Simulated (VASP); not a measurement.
# Cu3N (Pm-3m) in VASP: a series of runs

The runs below take Cu3N through single point, relaxation of cell and atoms, with PBE.

Program: VASP 6.6.1. These are calculated values, not measurements. Logs are shortened: lines on timing, memory, paths and dates and some standing lists are left out, and cuts for length are marked.

### Step 1. The cell of the first run

The structure is cubic, space group Pm-3m (No. 221). Conventional cell: a = 3.736 Å, b = 3.736 Å, c = 3.736 Å, α = 90.00°, β = 90.00°, γ = 90.00°. Cu (site symmetry 4/mmm) has 2 N at 1.87 Å within 2.5 Å. Within 2.5 Å of N (site symmetry m-3m) lie 6 Cu at 1.87 Å.

### Step 2. Single point, PBE

INCAR reads:

```
SYSTEM = Cu3N
ALGO = Normal
EDIFF = 1E-6
ENCUT = 600
GGA = PE
GGA_COMPAT = .FALSE.
ISIF = 2
ISMEAR = -1
LASPH = .TRUE.
LCHARG = .FALSE.
LREAL = .FALSE.
LWAVE = .FALSE.
NBANDS = 27
NELM = 120
PREC = Accurate
SIGMA = 0.1
```

KPOINTS reads:

```
k-points
0
G
  6 6 6
  0 0 0
```

POSCAR reads:

```
Cu3N
1.0
    3.7355958607      0.0000000000      0.0000000000
    0.0000000000      3.7355958607      0.0000000000
    0.0000000000      0.0000000000      3.7355958607
Cu N
3 1
Direct
    0.5000000000      0.0000000000      0.0000000000
    0.0000000000      0.5000000000      0.0000000000
    0.0000000000      0.0000000000      0.5000000000
    0.0000000000      0.0000000000      0.0000000000
```

Potentials or basis: VASP PAW PBE potentials, release 64 (Cu, N).

Launch:

```bash
$ cat potpaw_PBE.64/Cu/POTCAR potpaw_PBE.64/N/POTCAR > POTCAR
$ mpirun -np 1 vasp_std > vasp.out
```

OUTCAR:

```text
SYSTEM = Cu3N
   EDIFF = 1E-6
   ENCUT = 600
   GGA = PE
   ISIF = 2
   ISMEAR = -1
   LASPH = .TRUE.
   LREAL = .FALSE.
   NELM = 120
   PREC = Accurate

 ion  position               nearest neighbor table
   1  0.500  0.000  0.000-   4 1.87   4 1.87   2 2.64   3 2.64   2 2.64   2 2.64   3 2.64   3 2.64
                             3 2.64   2 2.64
   2  0.000  0.500  0.000-   4 1.87   4 1.87   1 2.64   3 2.64   1 2.64   3 2.64   3 2.64   3 2.64
                             1 2.64   1 2.64
   3  0.000  0.000  0.500-   4 1.87   4 1.87   1 2.64   1 2.64   2 2.64   2 2.64   2 2.64   2 2.64
                             1 2.64   1 2.64
   4  0.000  0.000  0.000-   1 1.87   2 1.87   3 1.87   3 1.87   2 1.87   1 1.87

  LATTYP: Found a simple cubic cell.
 ALAT       =     3.7355958607

  Lattice vectors:

 A1 = (   3.7355958607,   0.0000000000,   0.0000000000)
 A2 = (   0.0000000000,   3.7355958607,   0.0000000000)
 A3 = (   0.0000000000,   0.0000000000,   3.7355958607)

Analysis of symmetry for initial positions (statically):
=====================================================================
 Subroutine PRICEL returns:
 Original cell was already a primitive cell.

 Routine SETGRP: Setting up the symmetry group for a
 simple cubic supercell.

 Subroutine GETGRP returns: Found 48 space group operations
 (whereof 48 operations were pure point group operations)
 out of a pool of 48 trial point group operations.

The static configuration has the point symmetry O_h .

Analysis of symmetry for dynamics (positions and initial velocities):
=====================================================================
 Subroutine PRICEL returns:
 Original cell was already a primitive cell.

 Routine SETGRP: Setting up the symmetry group for a
 simple cubic supercell.

 Subroutine GETGRP returns: Found 48 space group operations
 (whereof 48 operations were pure point group operations)
 out of a pool of 48 trial point group operations.

The dynamic configuration has the point symmetry O_h .

 Subroutine INISYM returns: Found 48 space group operations
 (whereof 48 operations are pure point group operations),
 and found     1 'primitive' translations

----------------------------------------------------------------------------------------

                                     Primitive cell

  volume of cell :      52.1290

  direct lattice vectors                    reciprocal lattice vectors
     3.735595861  0.000000000  0.000000000     0.267694911  0.000000000  0.000000000
     0.000000000  3.735595861  0.000000000     0.000000000  0.267694911  0.000000000
     0.000000000  0.000000000  3.735595861     0.000000000  0.000000000  0.267694911

  length of vectors
     3.735595861  3.735595861  3.735595861     0.267694911  0.267694911  0.267694911

  position of ions in fractional coordinates (direct lattice)
     0.500000000  0.000000000  0.000000000
     0.000000000  0.500000000  0.000000000
     0.000000000  0.000000000  0.500000000
     0.000000000  0.000000000  0.000000000

  ion indices of the primitive-cell ions
   primitive index   ion index
                 1           1
                 2           2
                 3           3
                 4           4

----------------------------------------------------------------------------------------

 KPOINTS: k-points

Automatic generation of k-mesh.
 Grid dimensions read from file:
 generate k-points for:    6    6    6

 Generating k-lattice:

  Cartesian coordinates                     Fractional coordinates (reciprocal lattice)
     0.044615818  0.000000000  0.000000000     0.166666667  0.000000000  0.000000000
     0.000000000  0.044615818  0.000000000     0.000000000  0.166666667  0.000000000
     0.000000000  0.000000000  0.044615818     0.000000000  0.000000000  0.166666667

  Length of vectors
     0.044615818  0.044615818  0.044615818

  Shift w.r.t. Gamma in fractional coordinates (k-lattice)
     0.000000000  0.000000000  0.000000000

 Subroutine IBZKPT returns following result:
 ===========================================

 Found     20 irreducible k-points:

 Following reciprocal coordinates:
            Coordinates               Weight
  0.000000  0.000000  0.000000      1.000000
  0.166667  0.000000  0.000000      6.000000
  0.333333  0.000000  0.000000      6.000000
  0.500000  0.000000  0.000000      3.000000
  0.166667  0.166667  0.000000     12.000000
  0.333333  0.166667  0.000000     24.000000
[... 12 lines left out ...]
  0.500000  0.500000  0.333333      6.000000
  0.500000  0.500000  0.500000      1.000000
   k-points           NKPTS =     20   k-points in BZ     NKDIM =     20   number of bands    NBANDS=     27
   number of dos      NEDOS =    301   number of ions     NIONS =      4
   total plane-waves  NPLWV =  27000
   dimension x,y,z NGX =    30 NGY =   30 NGZ =   30
   dimension x,y,z NGXF=    60 NGYF=   60 NGZF=   60
   ions per type =               3   1
   NGX,Y,Z   is equivalent  to a cutoff of  13.35, 13.35, 13.35 a.u.
   NGXF,Y,Z  is equivalent  to a cutoff of  26.70, 26.70, 26.70 a.u.
 SYSTEM =  Cu3N
   PREC   = accura    normal or accurate (medium, high low for compatibility)
   ISTART =      0    job   : 0-new  1-cont  2-samecut
   ICHARG =      2    charge: 1-file 2-atom 10-const
   ISPIN  =      1    spin polarized calculation?
   LNONCOLLINEAR =      F non collinear calculations
   LSORBIT =      F    spin-orbit coupling
   LASPH  =      T    aspherical Exc in radial PAW
   ENCUT  =  600.0 eV  44.10 Ry    6.64 a.u.   7.46  7.46  7.46*2*pi/ulx,y,z
   NELM   =    120;   NELMIN=  2; NELMDL= -5     # of ELM steps
   EDIFF  = 0.1E-05   stopping-criterion for ELM
   LREAL  =      F    real-space projection
   EDIFFG = 0.1E-04   stopping-criterion for IOM
   NSW    =      0    number of steps for IOM
   IBRION =     -1    ionic relax: 0-MD 1-quasi-New 2-CG
   NFREE  =      0    steps in history (QN), initial steepest desc. (CG)
   ISIF   =      2    stress and relaxation
   ISYM   =      2    0-nonsym 1-usesym 2-fastsym
   POTIM  = 0.5000    time-step for ionic-motion
   TEBEG  =    0.0;   TEEND  =   0.0 temperature during run
   PSTRESS=    0.0 pullay stress
   NELECT =      38.0000    total number of electrons
   NUPDOWN=      -1.0000    fix difference up-down
   EMIN   =  10.00;   EMAX   =-10.00  energy-range for DOS
   EFERMI =   0.00;   METHOD = LEGACY
   ISMEAR =    -1;   SIGMA  =   0.10  broadening in eV -4-tet -1-fermi 0-gaus
   EFERMI_NEDOS =   21; number of points for ismear=-14 and -15
   IALGO  =     38    algorithm
   IMIX   =      4    mixing-type and parameters
     AMIX     =   0.40;   BMIX     =  1.00
     AMIX_MAG =   1.60;   BMIX_MAG =  1.00
  volume/ion in A,a.u.               =      13.03        87.95
  Fermi-wavevector in a.u.,A,eV,Ry     =   1.473362  2.784251 29.535469  2.170796
  Thomas-Fermi vector in A             =   2.588264
   LORBIT       =      0    0 simple, 1 ext, 2 COOP (PROOUT), +10 PAW based schemes
   GGA     = PE    functional components
   LHFCALC =     F    Hartree Fock is set to
   AEXX    =    0.0000 exact exchange contribution
   IVDW    =     0    specifies the selected vdW correction
   LEPSILON=     F    determine dielectric tensor
   LRPA    =     F    only Hartree local field effects (RPA)
 non-spin polarized calculation
  energy-cutoff  :      600.00
  volume of cell :       52.13
 maximum number of plane-waves:      1755
 NGX is ok and might be reduce to    30
   NGX = 15   NGY = 15   NGZ = 15

 number of electron      38.0000066 magnetization

 Free energy of the ion-electron system (eV)
  ---------------------------------------------------
  ext. energy  EPLUGINS =         0.00000000
  ---------------------------------------------------
  free energy    TOTEN  =       -18.25522140 eV

  energy without entropy =      -18.24063263  energy(sigma->0) =      -18.24792702

 E-fermi :   5.6470     XC(G=0): -11.1231

 val. band max:        5.6250520577   @ k =   0.5000   0.5000   0.0000
 cond. band min:       5.7395896249   @ k =   0.5000   0.5000   0.1667
 fundamental gap:      0.1145375672
 Fermi energy:         5.6469835487

 k-point     1 :       0.0000    0.0000    0.0000
  band No.  band energies     occupation
      1     -11.8187      2.00000
      2      -0.0522      2.00000
      3       0.4673      2.00000
      4       0.4673      2.00000
      5       0.4673      2.00000
      6       1.3766      2.00000
[... 19 lines left out ...]
     26      18.2736      0.00000
     27      18.2736      0.00000

 k-point     2 :       0.1667    0.0000    0.0000
  band No.  band energies     occupation
      1     -11.7097      2.00000
      2      -0.6163      2.00000
      3       0.1793      2.00000
      4       0.1793      2.00000
      5       0.3290      2.00000
      6       1.4069      2.00000
[... 19 lines left out ...]
     26      16.8277      0.00000
     27      17.1543      0.00000

 k-point     3 :       0.3333    0.0000    0.0000
  band No.  band energies     occupation
      1     -11.4741      2.00000
      2      -1.8619      2.00000
      3      -0.1783      2.00000
      4      -0.1783      2.00000
      5       0.8667      2.00000
      6       1.4713      2.00000
[... 19 lines left out ...]
     26      15.7271      0.00000
     27      15.7272      0.00000

 k-point     4 :       0.5000    0.0000    0.0000
  band No.  band energies     occupation
      1     -11.3459      2.00000
      2      -2.3883      2.00000
      3      -0.3143      2.00000
      4      -0.3143      2.00000
      5       1.4029      2.00000
      6       1.5059      2.00000
[... 19 lines left out ...]
     26      15.1294      0.00000
     27      15.1294      0.00000

 k-point     5 :       0.1667    0.1667    0.0000
  band No.  band energies     occupation
      1     -11.6001      2.00000
      2      -0.7392      2.00000
      3      -0.6538      2.00000
      4      -0.0397      2.00000
      5       0.5628      2.00000
      6       1.5475      2.00000
[... 19 lines left out ...]
     26      14.9994      0.00000
     27      16.4925      0.00000

 k-point     6 :       0.3333    0.1667    0.0000
  band No.  band energies     occupation
      1     -11.3632      2.00000
      2      -1.9074      2.00000
      3      -0.8783      2.00000
      4      -0.3504      2.00000
      5       1.0708      2.00000
      6       1.6668      2.00000
[... 324 lines left out ...]
      1     -10.7618      2.00000
      2      -2.1901      2.00000
      3      -2.1901      2.00000
      4      -2.1174      2.00000
      5       1.8194      2.00000
      6       2.0901      2.00000
[... 19 lines left out ...]
     26      14.2250      0.00000
     27      19.4992      0.00000

 k-point    18 :       0.5000    0.3333    0.3333
  band No.  band energies     occupation
      1     -10.6259      2.00000
      2      -2.6231      2.00000
      3      -2.2463      2.00000
      4      -2.1893      2.00000
      5       1.8079      2.00000
      6       2.1844      2.00000
[... 19 lines left out ...]
     26      14.1171      0.00000
     27      18.8098      0.00000

 k-point    19 :       0.5000    0.5000    0.3333
  band No.  band energies     occupation
      1     -10.4880      2.00000
      2      -2.6658      2.00000
      3      -2.6658      2.00000
      4      -2.2716      2.00000
      5       1.7421      2.00000
      6       2.2917      2.00000
[... 19 lines left out ...]
     26      13.9922      0.00000
     27      17.9738      0.00000

 k-point    20 :       0.5000    0.5000    0.5000
  band No.  band energies     occupation
      1     -10.3476      2.00000
      2      -2.7110      2.00000
      3      -2.7110      2.00000
      4      -2.7110      2.00000
      5       1.6580      2.00000
      6       2.3422      2.00000
[... 19 lines left out ...]
     26      14.0472      0.00000
     27      16.8265      0.00000

------------------------ aborting loop because EDIFF is reached ----------------------------------------

  FORCE on cell =-STRESS in cart. coord.  units (eV):
  Direction    XX          YY          ZZ          XY          YZ          ZX
  --------------------------------------------------------------------------------------
  -------------------------------------------------------------------------------------
  Total        3.4997195      3.4997195      3.4997195      0.0000000      0.0000000      0.0000000
  in kB      107.5633124    107.5633124    107.5633124      0.0000000      0.0000000      0.0000000
  external PRESSURE =     107.5633124 kB  Pullay stress =       0.0000000 kB

 VOLUME and BASIS-vectors are now :
 -----------------------------------------------------------------------------
  energy-cutoff  :      600.00
  volume of cell :       52.13
      direct lattice vectors                 reciprocal lattice vectors
     3.735595861  0.000000000  0.000000000     0.267694911  0.000000000  0.000000000
     0.000000000  3.735595861  0.000000000     0.000000000  0.267694911  0.000000000
     0.000000000  0.000000000  3.735595861     0.000000000  0.000000000  0.267694911

 POSITION                                       TOTAL-FORCE (eV/Angst)
 -----------------------------------------------------------------------------------
      1.86780      0.00000      0.00000         0.000000      0.000000      0.000000
      0.00000      1.86780      0.00000         0.000000      0.000000      0.000000
      0.00000      0.00000      1.86780         0.000000      0.000000      0.000000
      0.00000      0.00000      0.00000         0.000000      0.000000      0.000000
 -----------------------------------------------------------------------------------
    total drift:                                0.000000      0.000000      0.000000

  FREE ENERGIE OF THE ION-ELECTRON SYSTEM (eV)
  ---------------------------------------------------
  free  energy   TOTEN  =       -18.2552214045 eV

  energy  without entropy=      -18.2406326333  energy(sigma->0) =      -18.24792702
```

It took 54 s on 1 thread of Intel Xeon Platinum 8259CL at 2.50GHz (Skylake/Cascade Lake), shared host; peak memory 0.18 GiB.

Results:

| Quantity | Value |
| --- | --- |
| Free energy | -18.2552 eV |
| Pressure | 10.8 GPa |

### Step 3. Relaxation of cell and atoms, PBE, target pressure 10 GPa, at which the enthalpy is minimised

This run uses another cell than the first one, of 13.79 Å³/atom, 1.058 times its volume.

INCAR reads:

```
ALGO = Normal
EDIFF = 1E-7
EDIFFG = -0.05
ENCUT = 600
GGA = PE
GGA_COMPAT = F
IBRION = 2
ISIF = 3
ISMEAR = -1
LASPH = T
LCHARG = F
LREAL = F
LWAVE = F
NELM = 120
NELMIN = 4
NSW = 80
PREC = Accurate
PSTRESS = 100.0
SIGMA = 0.1
```

KPOINTS reads:

```
k-points
0
Gamma
  6 6 6
```

POSCAR reads:

```
Cu3N
1.0
    3.8070000000      0.0000000000      0.0000000000
    0.0000000000      3.8070000000      0.0000000000
    0.0000000000      0.0000000000      3.8070000000
Cu N
3 1
Direct
    0.5000000000      0.0000000000      0.0000000000
    0.0000000000      0.5000000000      0.0000000000
    0.0000000000      0.0000000000      0.5000000000
    0.0000000000      0.0000000000      0.0000000000
```

Potentials or basis: VASP PAW PBE potentials, release 64 (Cu, N).

Launch:

```bash
$ cat potpaw_PBE.64/Cu/POTCAR potpaw_PBE.64/N/POTCAR > POTCAR
$ mpirun -np 1 vasp_std > vasp.out
```

It took 2.6 min on 1 thread of Intel Xeon Platinum 8259CL at 2.50GHz (Skylake/Cascade Lake), shared host; peak memory 0.18 GiB.

It converged, with:

- Free energy: -18.2701 eV
- Relaxed volume: 13.08 Å³/atom
- Relaxed cell: a = 3.740 Å, b = 3.740 Å, c = 3.740 Å, α = 90.00°, β = 90.00°, γ = 90.00°
- Space group after relaxing (to 0.05 Å): Pm-3m (No. 221)
- Energy change on relaxing (the enthalpy is what falls): +26.9 meV/atom
- Ionic steps: 3
- Pressure after relaxing: 10.0 GPa

The path:
```tsv
step	energy change (eV)	largest force (eV/Å)	pressure (GPa)	volume (Å³)
1	0.0000	0.0000	2.49	55.18
2	0.2884	0.0000	17.21	50.17
3	0.1076	0.0000	9.96	52.32
```

Final structure:
```
Cu N
1.0
     3.74022    0.00000    0.00000
     0.00000    3.74022    0.00000
     0.00000    0.00000    3.74022
Cu N
3 1
Direct
  0.50000 0.00000 0.00000
  0.00000 0.50000 0.00000
  0.00000 0.00000 0.50000
  0.00000 0.00000 0.00000
```

Levels at points of the mesh, in eV from the Fermi level:
| k point | band 16 | band 17 | band 18 | band 19 | band 20 | band 21 | band 22 | band 23 |
| --- | --- | --- | --- | --- | --- | --- | --- | --- |
| (0.00, 0.00, 0.00) | -2.02 | -2.02 | -2.02 | -1.97 | 1.13 | 5.49 | 5.49 | 6.66 |
| (0.50, 0.00, 0.00) | -2.39 | -2.02 | -1.58 | -1.58 | 1.70 | 3.35 | 7.13 | 7.30 |
| (0.50, 0.50, 0.00) | -2.35 | -1.20 | -1.20 | -0.80 | -0.02 | 3.78 | 4.93 | 4.93 |
| (0.50, 0.50, 0.50) | -2.06 | -0.04 | -0.04 | -0.04 | 0.59 | 0.59 | 0.59 | 6.10 |

Caveat: the cell is relaxed towards a set pressure, so the enthalpy falls and the energy may rise.
